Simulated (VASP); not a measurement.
# Mg (I4/mmm) in VASP: a series of runs, part 2 of 2

VASP 6.6.1. Earlier steps stand in the parts before.

## 3. Relaxation of cell and atoms, PBEsol

This run uses another cell than the first one, of 22.64 Å³/atom.

Input file INCAR:

```
SYSTEM = Mg
PREC = Accurate
ENCUT = 600
EDIFF = 1E-6
ISMEAR = 0
SIGMA = 0.1
LREAL = .False.
LASPH = .True.
NELM = 80
ALGO = Normal
ISIF = 3
LWAVE = .False.
LCHARG = .False.
GGA = PS
IBRION = 2
NSW = 100
EDIFFG = -0.005
```

Input file KPOINTS:

```
Automatic mesh
0
Gamma
  16 16 16
  0 0 0
```

Input file POSCAR:

```
Mg
1.0
   -1.8359916300      1.8359916300      1.6794040200
    1.8359916300     -1.8359916300      1.6794040200
    1.8359916300      1.8359916300     -1.6794040200
Mg
1
Direct
    0.0000000000      0.0000000000      0.0000000000
```

Potentials or basis: VASP PAW PBE potentials, release 64 (Mg).

Launch:

```bash
> cat potpaw_PBE.64/Mg/POTCAR > POTCAR
> mpirun -np 1 vasp_std > vasp.out
```

OUTCAR:

```text
SYSTEM = Mg
   PREC = Accurate
   ENCUT = 600
   EDIFF = 1E-6
   ISMEAR = 0
   LREAL = .False.
   LASPH = .True.
   NELM = 80
   ISIF = 3
   GGA = PS
   IBRION = 2
   NSW = 100
   EDIFFG = -0.005

 ion  position               nearest neighbor table
   1  0.000  0.000  0.000-

  LATTYP: Found a body centered tetragonal cell.
 ALAT       =     3.6719832600
 C/A-ratio  =     0.9147122419

  Lattice vectors:

 A1 = (  -1.8359916300,   1.8359916300,   1.6794040200)
 A2 = (   1.8359916300,  -1.8359916300,   1.6794040200)
 A3 = (   1.8359916300,   1.8359916300,  -1.6794040200)

Analysis of symmetry for initial positions (statically):
=====================================================================
 Subroutine PRICEL returns:
 Original cell was already a primitive cell.

 Routine SETGRP: Setting up the symmetry group for a
 body centered tetragonal supercell.

 Subroutine GETGRP returns: Found 16 space group operations
 (whereof 16 operations were pure point group operations)
 out of a pool of 16 trial point group operations.

The static configuration has the point symmetry D_4h.

Analysis of symmetry for dynamics (positions and initial velocities):
=====================================================================
 Subroutine PRICEL returns:
 Original cell was already a primitive cell.

 Routine SETGRP: Setting up the symmetry group for a
 body centered tetragonal supercell.

 Subroutine GETGRP returns: Found 16 space group operations
 (whereof 16 operations were pure point group operations)
 out of a pool of 16 trial point group operations.

The dynamic configuration has the point symmetry D_4h.

 Subroutine INISYM returns: Found 16 space group operations
[... 116 lines left out ...]
  volume/ion in A,a.u.               =      22.64       152.81
  Fermi-wavevector in a.u.,A,eV,Ry     =   0.729065  1.377732  7.231974  0.531535
  Thomas-Fermi vector in A             =   1.820694
   LORBIT       =      0    0 simple, 1 ext, 2 COOP (PROOUT), +10 PAW based schemes
   GGA     = PS    functional components
   LHFCALC =     F    Hartree Fock is set to
   AEXX    =    0.0000 exact exchange contribution
   IVDW    =     0    specifies the selected vdW correction
   LEPSILON=     F    determine dielectric tensor
   LRPA    =     F    only Hartree local field effects (RPA)
 conjugate gradient relaxation of ions
 non-spin polarized calculation
 Gauss-broadening in eV      SIGMA  =   0.10
  energy-cutoff  :      600.00
  volume of cell :       22.64
 maximum number of plane-waves:       778
 NGX is ok and might be reduce to    28
   NGX = 13   NGY = 13   NGZ = 13

--------------------------------------- Ionic step        1  -------------------------------------------

 number of electron       2.0000000 magnetization

 Free energy of the ion-electron system (eV)
  ---------------------------------------------------
  ext. energy  EPLUGINS =         0.00000000
  ---------------------------------------------------
  free energy    TOTEN  =        -1.69606090 eV

  energy without entropy =       -1.69408386  energy(sigma->0) =       -1.69507238

------------------------ aborting loop because EDIFF is reached ----------------------------------------

  FORCE on cell =-STRESS in cart. coord.  units (eV):
  Direction    XX          YY          ZZ          XY          YZ          ZX
  --------------------------------------------------------------------------------------
  -------------------------------------------------------------------------------------
  Total       -0.0538440     -0.0538440      0.0245763      0.0000000     -0.0000000      0.0000000
  in kB       -3.8097046     -3.8097046      1.7388863      0.0000000     -0.0000000      0.0000000
  external PRESSURE =      -1.9601743 kB  Pullay stress =       0.0000000 kB
[... 127 lines left out ...]
--------------------------------------- Ionic step        5  -------------------------------------------

 number of electron       2.0000000 magnetization

 Free energy of the ion-electron system (eV)
  ---------------------------------------------------
  ext. energy  EPLUGINS =         0.00000000
  ---------------------------------------------------
  free energy    TOTEN  =        -1.69662054 eV

  energy without entropy =       -1.69478643  energy(sigma->0) =       -1.69570348

 E-fermi :   2.7686     XC(G=0):  -8.6013

 val. band max:        2.7684150229   @ k =   0.3125   0.1875   0.1875
 cond. band min:       2.7709623580   @ k =  -0.4375   0.4375   0.0625
 fundamental gap:      0.0025473351
 Fermi energy:         2.7685502207

 k-point     1 :       0.0000    0.0000    0.0000
  band No.  band energies     occupation
      1      -4.3155      2.00000
      2      14.9332      0.00000
      3      16.3978      0.00000
      4      16.3978      0.00000
      5      17.1066      0.00000
[... 177 lines left out ...]
 k-point    24 :      -0.0625    0.0625    0.0000
  band No.  band energies     occupation
      1      -4.2266      2.00000
      2      13.8839      0.00000
      3      15.9862      0.00000
      4      16.0130      0.00000
      5      16.4033      0.00000

 [... further k-points ...]
[... 5 lines left out ...]
  --------------------------------------------------------------------------------------
  -------------------------------------------------------------------------------------
  Total        0.0028788      0.0028788      0.0028304      0.0000000     -0.0000000      0.0000000
  in kB        0.2051107      0.2051107      0.2016658      0.0000000     -0.0000000      0.0000000
  external PRESSURE =       0.2039624 kB  Pullay stress =       0.0000000 kB
[... 16 lines left out ...]
  FREE ENERGIE OF THE ION-ELECTRON SYSTEM (eV)
  ---------------------------------------------------
  free  energy   TOTEN  =        -1.6966205354 eV

  energy  without entropy=       -1.6947864255  energy(sigma->0) =       -1.69570348

 reached required accuracy - stopping structural energy minimisation
```

CONTCAR:

```text
Mg
   1.00000000000000
    -1.8205356012162315    1.8205356012162315    1.6961820410421400
     1.8205356012162315   -1.8205356012162315    1.6961820410421400
     1.8205356012162315    1.8205356012162315   -1.6961820410421400
  Mg
     1
Direct
     0.0000000000000000    0.0000000000000000    0.0000000000000000

  0.00000000E+00  0.00000000E+00  0.00000000E+00
```

Run time: 1.9 min. Hardware: 1 thread of Intel Xeon 8259CL, shared host; peak memory 0.21 GiB.

What came out:

```yaml
Free_energy: -1.6966 eV
Relaxed_volume: 22.49 Å³/atom
Relaxed_cell: a = 3.083 Å, b = 3.083 Å, c = 3.083 Å, α = 107.62°, β = 107.62°, γ = 113.25°
Space_group_after_relaxing_to_0.1_Å: I4/mmm (No. 139)
Energy_gained_by_relaxing: 0.6 meV/atom
Ionic_steps: 5
Pressure_after_relaxing: 0.0 GPa
Band_gap_on_the_k_mesh: zero (bands 1 and 2 overlap by 4.61 eV)
```

Step by step:
| step | energy change (eV) | largest force (eV/Å) | pressure (GPa) | volume (Å³) |
| --- | --- | --- | --- | --- |
| 1 | 0.0000 | 0.0000 | -0.20 | 22.64 |
| 2 | -0.0003 | 0.0000 | -0.06 | 22.55 |
| 3 | -0.0004 | 0.0000 | 0.18 | 22.40 |
| 4 | -0.0005 | 0.0000 | 0.09 | 22.45 |
| 5 | -0.0006 | 0.0000 | 0.02 | 22.49 |

Final structure:
```yaml
crystal:
  lattice:
    - [-1.82054, 1.82054, 1.69618]
    - [1.82054, -1.82054, 1.69618]
    - [1.82054, 1.82054, -1.69618]
  atoms:
    - { symbol: Mg, position: [0.00000, 0.00000, 0.00000] }
```

Levels at points of the mesh, in eV from the Fermi level:
```tsv
k point	band 1	band 2	band 3	band 4	band 5
(0.00, 0.00, 0.00)	-7.08	12.16	13.63	13.63	14.34
(0.50, 0.00, 0.00)	-1.45	-0.77	8.25	9.06	9.85
(0.50, 0.50, 0.00)	-1.77	-1.29	9.53	10.29	11.24
(0.50, 0.50, 0.50)	3.32	3.32	3.62	4.13	5.03
```

Caveat: the PAW data sets were made with another functional, which shifts forces and pressure a little.
